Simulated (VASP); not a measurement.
# In (C2/m) in VASP: a series of runs

Aim: see how the results for In move with the level of theory and the settings. Levels: PBE, HSE06. Tasks: single point.

All numbers are computed with VASP 6.6.1; they aren't measurements. Logs are shortened: lines on timing, memory, paths and dates and some standing lists are left out, and cuts for length are marked.

### Step 1. The cell of the first run

Symmetry: C2/m, No. 12, monoclinic system. Conventional cell: a = 4.608 Å, b = 4.731 Å, c = 3.371 Å, α = 90.00°, β = 131.51°, γ = 90.00°. Within 4.3 Å of In (site symmetry 2/m) lie 12 In at 3.30 to 3.47 Å.

### Step 2. Single point, PBE

File INCAR:

```
PREC     = Accurate       # precision mode
ENCUT    = 520            # plane-wave cutoff, eV
EDIFF    = 1E-6           # SCF threshold, eV
ISMEAR   = 1              # smearing method
SIGMA    = 1.0            # smearing width, eV
LREAL    = F              # projectors in reciprocal space
LASPH    = T              # aspherical terms in the spheres
NELM     = 60             # most SCF steps
ALGO     = Normal         # electronic algorithm
ISIF     = 2              # what is computed and relaxed
LWAVE    = F              # write WAVECAR
LCHARG   = T              # write CHGCAR
GGA      = PE             # functional
LELF     = T              # ELF
LVHAR    = T            
NBANDS   = 12             # bands
```

File KPOINTS:

```
regular mesh
0
Gamma
  11 11 14
```

File POSCAR:

```
In
1.0
   -1.6482197047      1.6973406184      2.5249789927
    1.6973406184     -1.6482197047      2.5249789927
    1.6043570008      1.6043570008     -2.4927016059
In
1
Direct
    0.0000000000      0.0000000000      0.0000000000
```

Potentials or basis: VASP PAW PBE potentials, release 64 (In_d).

On the command line:

```sh
> cat potpaw_PBE.64/In_d/POTCAR > POTCAR
> mpirun -np 1 vasp_std > vasp.out
```

OUTCAR:

```text
PREC = Accurate
   ENCUT = 520
   EDIFF = 1E-6
   ISMEAR = 1
   LREAL = F
   LASPH = T
   NELM = 60
   ISIF = 2
   GGA = PE

 ion  position               nearest neighbor table
   1  0.000  0.000  0.000-

  Warning from LATTYP: Got some problem with cell dimensions!
  Tried to take original basis but could not verify dimensions!
  LATTYP: Found a base centered monoclinic cell.
 ALAT       =     4.6077265532
 B/A-ratio  =     1.0268267285
 C/A-ratio  =     0.7315277982
 COS(beta)  =    -0.6627023839

  Lattice vectors:

 A1 = (   0.0438627039,  -3.3016976192,  -0.0322773868)
 A2 = (  -3.3016976192,   0.0438627039,  -0.0322773868)
 A3 = (   1.6043570008,   1.6043570008,  -2.4927016059)

Analysis of symmetry for initial positions (statically):
=====================================================================
 Subroutine PRICEL returns:
 Original cell was already a primitive cell.

 Routine SETGRP: Setting up the symmetry group for a
 base centered monoclinic supercell.

 Subroutine GETGRP returns: Found  4 space group operations
 (whereof  4 operations were pure point group operations)
 out of a pool of  4 trial point group operations.

The static configuration has the point symmetry C_2h.

Analysis of symmetry for dynamics (positions and initial velocities):
=====================================================================
 Subroutine PRICEL returns:
 Original cell was already a primitive cell.

 Routine SETGRP: Setting up the symmetry group for a
 base centered monoclinic supercell.

 Subroutine GETGRP returns: Found  4 space group operations
 (whereof  4 operations were pure point group operations)
 out of a pool of  4 trial point group operations.

The dynamic configuration has the point symmetry C_2h.

 Subroutine INISYM returns: Found  4 space group operations
 (whereof  4 operations are pure point group operations),
 and found     1 'primitive' translations

----------------------------------------------------------------------------------------

                                     Primitive cell

  volume of cell :      27.5152

  direct lattice vectors                    reciprocal lattice vectors
    -1.648219705  1.697340618  2.524978993     0.002091654  0.300995246  0.195073325
     1.697340618 -1.648219705  2.524978993     0.300995246  0.002091654  0.195073325
     1.604357001  1.604357001 -2.492701606     0.307011499  0.307011499 -0.005972598

  length of vectors
     3.460218531  3.460218531  3.370680060     0.358686654  0.358686654  0.434220903

  position of ions in fractional coordinates (direct lattice)
     0.000000000  0.000000000  0.000000000

  ion indices of the primitive-cell ions
   primitive index   ion index
                 1           1

----------------------------------------------------------------------------------------

 KPOINTS: regular mesh

Automatic generation of k-mesh.
 Grid dimensions read from file:
 generate k-points for:   11   11   14

 Generating k-lattice:

  Cartesian coordinates                     Fractional coordinates (reciprocal lattice)
     0.000190150  0.027363204  0.017733939     0.090909091  0.000000000 -0.000000000
     0.027363204  0.000190150  0.017733939     0.000000000  0.090909091 -0.000000000
     0.021929393  0.021929393 -0.000426614     0.000000000  0.000000000  0.071428571

  Length of vectors
     0.032607878  0.032607878  0.031015779

  Shift w.r.t. Gamma in fractional coordinates (k-lattice)
     0.000000000  0.000000000  0.000000000

 Subroutine IBZKPT returns following result:
 ===========================================

 Found    468 irreducible k-points:

 Following reciprocal coordinates:
            Coordinates               Weight
  0.000000  0.000000  0.000000      1.000000
  0.090909  0.000000 -0.000000      4.000000
  0.181818  0.000000 -0.000000      4.000000
  0.272727 -0.000000 -0.000000      4.000000
  0.363636  0.000000 -0.000000      4.000000
  0.454545  0.000000 -0.000000      4.000000
[... 16 lines left out ...]
 -0.272727  0.181818 -0.000000      4.000000
 -0.181818  0.181818  0.000000      2.000000
 [... further k-points ...]
   k-points           NKPTS =    468   k-points in BZ     NKDIM =    468   number of bands    NBANDS=     12
   number of dos      NEDOS =    301   number of ions     NIONS =      1
   total plane-waves  NPLWV =  21952
   dimension x,y,z NGX =    28 NGY =   28 NGZ =   28
   dimension x,y,z NGXF=    56 NGYF=   56 NGZF=   56
   ions per type =               1
   NGX,Y,Z   is equivalent  to a cutoff of  13.45, 13.45, 13.81 a.u.
   NGXF,Y,Z  is equivalent  to a cutoff of  26.91, 26.91, 27.62 a.u.
 SYSTEM =  unknown system
   PREC   = accura    normal or accurate (medium, high low for compatibility)
   ISTART =      0    job   : 0-new  1-cont  2-samecut
   ICHARG =      2    charge: 1-file 2-atom 10-const
   ISPIN  =      1    spin polarized calculation?
   LNONCOLLINEAR =      F non collinear calculations
   LSORBIT =      F    spin-orbit coupling
   LASPH  =      T    aspherical Exc in radial PAW
   ENCUT  =  520.0 eV  38.22 Ry    6.18 a.u.   6.43  6.43  6.27*2*pi/ulx,y,z
   NELM   =     60;   NELMIN=  2; NELMDL= -5     # of ELM steps
   EDIFF  = 0.1E-05   stopping-criterion for ELM
   LREAL  =      F    real-space projection
   EDIFFG = 0.1E-04   stopping-criterion for IOM
   NSW    =      0    number of steps for IOM
   IBRION =     -1    ionic relax: 0-MD 1-quasi-New 2-CG
   NFREE  =      0    steps in history (QN), initial steepest desc. (CG)
   ISIF   =      2    stress and relaxation
   ISYM   =      2    0-nonsym 1-usesym 2-fastsym
   POTIM  = 0.5000    time-step for ionic-motion
   TEBEG  =    0.0;   TEEND  =   0.0 temperature during run
   PSTRESS=    0.0 pullay stress
   NELECT =      13.0000    total number of electrons
   NUPDOWN=      -1.0000    fix difference up-down
   EMIN   =  10.00;   EMAX   =-10.00  energy-range for DOS
   EFERMI =   0.00;   METHOD = LEGACY
   ISMEAR =     1;   SIGMA  =   1.00  broadening in eV -4-tet -1-fermi 0-gaus
   EFERMI_NEDOS =   21; number of points for ismear=-14 and -15
   IALGO  =     38    algorithm
   IMIX   =      4    mixing-type and parameters
     AMIX     =   0.40;   BMIX     =  1.00
     AMIX_MAG =   1.60;   BMIX_MAG =  1.00
  volume/ion in A,a.u.               =      27.52       185.68
  Fermi-wavevector in a.u.,A,eV,Ry     =   1.275064  2.409521 22.120188  1.625788
  Thomas-Fermi vector in A             =   2.407797
   LORBIT       =      0    0 simple, 1 ext, 2 COOP (PROOUT), +10 PAW based schemes
   GGA     = PE    functional components
   LHFCALC =     F    Hartree Fock is set to
   AEXX    =    0.0000 exact exchange contribution
   IVDW    =     0    specifies the selected vdW correction
   LEPSILON=     F    determine dielectric tensor
   LRPA    =     F    only Hartree local field effects (RPA)
 non-spin polarized calculation
 Methfessel and Paxton  Order N= 1 SIGMA  =   1.00
  energy-cutoff  :      520.00
  volume of cell :       27.52
 maximum number of plane-waves:       753
 NGX is ok and might be reduce to    28
   NGX = 13   NGY = 13   NGZ = 13

 number of electron      12.9999999 magnetization

 Free energy of the ion-electron system (eV)
  ---------------------------------------------------
  ext. energy  EPLUGINS =         0.00000000
  ---------------------------------------------------
  free energy    TOTEN  =        -2.55815299 eV

  energy without entropy =       -2.55882888  energy(sigma->0) =       -2.55837829

 E-fermi :   6.9692     XC(G=0): -10.0156

 val. band max:        6.9601373280   @ k =  -0.2727   0.3636   0.1429
 cond. band min:       6.9703155245   @ k =  -0.2727  -0.4545   0.2143
 fundamental gap:      0.0101781965
 Fermi energy:         6.9692424615

 k-point     1 :       0.0000    0.0000    0.0000
  band No.  band energies     occupation
      1      -7.6934      2.00000
      2      -7.6097      2.00000
      3      -7.5760      2.00000
      4      -7.5272      2.00000
      5      -7.4297      2.00000
      6      -2.2412      2.00000
      7      16.7611     -0.00000
      8      17.0143     -0.00000
      9      17.4794     -0.00000
     10      18.5314     -0.00000
     11      20.2274     -0.00000
     12      20.5664     -0.00000

 k-point     2 :       0.0909    0.0000   -0.0000
  band No.  band energies     occupation
      1      -7.6825      2.00000
      2      -7.6085      2.00000
      3      -7.5697      2.00000
      4      -7.5220      2.00000
      5      -7.4336      2.00000
      6      -2.0700      2.00000
      7      14.9036     -0.00000
      8      16.6919     -0.00000
      9      17.1090     -0.00000
     10      18.3398     -0.00000
     11      20.7659     -0.00000
     12      21.0700     -0.00000

 k-point     3 :       0.1818    0.0000   -0.0000
  band No.  band energies     occupation
      1      -7.6637      2.00000
      2      -7.6150      2.00000
      3      -7.5548      2.00000
      4      -7.4940      2.00000
      5      -7.4375      2.00000
      6      -1.5517      2.00000
      7      11.9428     -0.00000
      8      16.0923     -0.00000
      9      16.5271     -0.00000
     10      18.2476     -0.00000
     11      19.8899     -0.00000
     12      21.9910     -0.00000
[... 286 lines left out ...]
 k-point    23 :      -0.2727    0.1818   -0.0000
  band No.  band energies     occupation
      1      -7.6858      2.00000
      2      -7.5718      2.00000
      3      -7.5132      2.00000
      4      -7.4956      2.00000
      5      -7.4177      2.00000
      6      -0.6260      2.00000
      7      11.2561     -0.00000
      8      13.6897     -0.00000
      9      14.3691     -0.00000
     10      16.3751     -0.00000
     11      17.0016     -0.00000
     12      22.4771     -0.00000

 k-point    24 :      -0.1818    0.1818    0.0000
  band No.  band energies     occupation
      1      -7.6660      2.00000
      2      -7.5744      2.00000
      3      -7.5366      2.00000
      4      -7.5129      2.00000
      5      -7.4456      2.00000
      6      -1.2845      2.00000
      7      13.6898     -0.00000
      8      14.4590     -0.00000
      9      14.5789     -0.00000
     10      16.2979     -0.00000
     11      17.9145     -0.00000
     12      22.8512     -0.00000

 [... further k-points ...]

------------------------ aborting loop because EDIFF is reached ----------------------------------------

  FORCE on cell =-STRESS in cart. coord.  units (eV):
  Direction    XX          YY          ZZ          XY          YZ          ZX
  --------------------------------------------------------------------------------------
  -------------------------------------------------------------------------------------
  Total        0.0036895      0.0036895     -0.0276838      0.0084716     -0.0243728     -0.0243728
  in kB        0.2148374      0.2148374     -1.6119947      0.4932928     -1.4192008     -1.4192015
  external PRESSURE =      -0.3941066 kB  Pullay stress =       0.0000000 kB

 VOLUME and BASIS-vectors are now :
 -----------------------------------------------------------------------------
  energy-cutoff  :      520.00
  volume of cell :       27.52
      direct lattice vectors                 reciprocal lattice vectors
    -1.648219705  1.697340618  2.524978993     0.002091654  0.300995246  0.195073325
     1.697340618 -1.648219705  2.524978993     0.300995246  0.002091654  0.195073325
     1.604357001  1.604357001 -2.492701606     0.307011499  0.307011499 -0.005972598

 POSITION                                       TOTAL-FORCE (eV/Angst)
 -----------------------------------------------------------------------------------
      0.00000      0.00000      0.00000         0.000000      0.000000      0.000000
 -----------------------------------------------------------------------------------
    total drift:                               -0.000000     -0.000000      0.000000

  FREE ENERGIE OF THE ION-ELECTRON SYSTEM (eV)
  ---------------------------------------------------
  free  energy   TOTEN  =        -2.5581529883 eV

  energy  without entropy=       -2.5588288798  energy(sigma->0) =       -2.55837829
```

Run time: 53 s. Hardware: 1 thread of Intel Xeon 6975P-C (Granite Rapids), shared host; peak memory 0.27 GiB.

Results:

```
Free energy            : -2.5582 eV
Pressure               : 0.0 GPa
Band gap on the k mesh : zero (an odd number of electrons rules out a gap without spin polarisation)
```

Stress tensor (GPa, compression positive):
```
 0.02  0.05 -0.14
 0.05  0.02 -0.14
-0.14 -0.14 -0.16
```

Levels at points of the mesh, in eV from the Fermi level:
```tsv
k point	band 4	band 5	band 6	band 7	band 8	band 9
(0.00, 0.00, 0.00)	-14.50	-14.40	-9.21	9.79	10.05	10.51
(0.00, 0.00, 0.50)	-14.30	-14.23	-1.65	-1.53	3.24	3.64
```

Caveat: so wide a smearing shifts energies and pressures; spin-orbit coupling is left out, which moves the levels of the heavy elements.

### Step 3. Single point, PBE

File INCAR:

```
PREC = Accurate
ENCUT = 520
EDIFF = 1E-6
ISMEAR = -1
SIGMA = 0.1
LREAL = F
LASPH = T
NELM = 100
ALGO = Normal
ISIF = 2
LWAVE = F
LCHARG = F
GGA = PE
NBANDS = 12
```

File KPOINTS:

```
regular mesh
0
Gamma
  12 12 14
```

POSCAR is that of step 2.

Potentials or basis: VASP PAW PBE potentials, release 64 (In_d).

On the command line:

```sh
> cat potpaw_PBE.64/In_d/POTCAR > POTCAR
> mpirun -np 1 vasp_std > vasp.out
```

Run time: 58 s. Hardware: 1 thread of Intel Xeon 6975P-C (Granite Rapids), shared host; peak memory 0.3 GiB.

It converged, with:

- Free energy: -2.5681 eV
- Pressure: 0.0 GPa
- Band gap on the k mesh: zero (an odd number of electrons rules out a gap without spin polarisation)

Levels at points of the mesh, in eV from the Fermi level:
| k point | band 2 | band 3 | band 4 | band 5 | band 6 | band 7 | band 8 | band 9 | band 10 | band 11 |
| --- | --- | --- | --- | --- | --- | --- | --- | --- | --- | --- |
| (0.00, 0.00, 0.00) | -14.56 | -14.53 | -14.48 | -14.38 | -9.19 | 9.81 | 10.07 | 10.53 | 11.58 | 13.28 |
| (0.50, 0.00, 0.00) | -14.61 | -14.52 | -14.31 | -14.27 | -4.40 | -3.19 | 7.43 | 8.87 | 11.21 | 11.28 |
| (0.50, 0.50, 0.00) | -14.68 | -14.31 | -14.30 | -14.21 | -1.95 | -1.92 | 3.39 | 4.28 | 6.76 | 7.56 |
| (0.00, 0.00, 0.50) | -14.68 | -14.31 | -14.28 | -14.21 | -1.63 | -1.51 | 3.26 | 3.66 | 6.56 | 7.01 |
| (0.50, 0.00, 0.50) | -14.61 | -14.52 | -14.31 | -14.27 | -4.12 | -3.10 | 6.94 | 8.72 | 10.72 | 10.99 |
| (0.50, 0.50, 0.50) | -14.68 | -14.29 | -14.28 | -14.25 | -3.02 | -2.50 | 4.60 | 4.73 | 7.97 | 8.04 |

Caveat: spin-orbit coupling is left out, which moves the levels of the heavy elements.

[end of part 1 of 2]
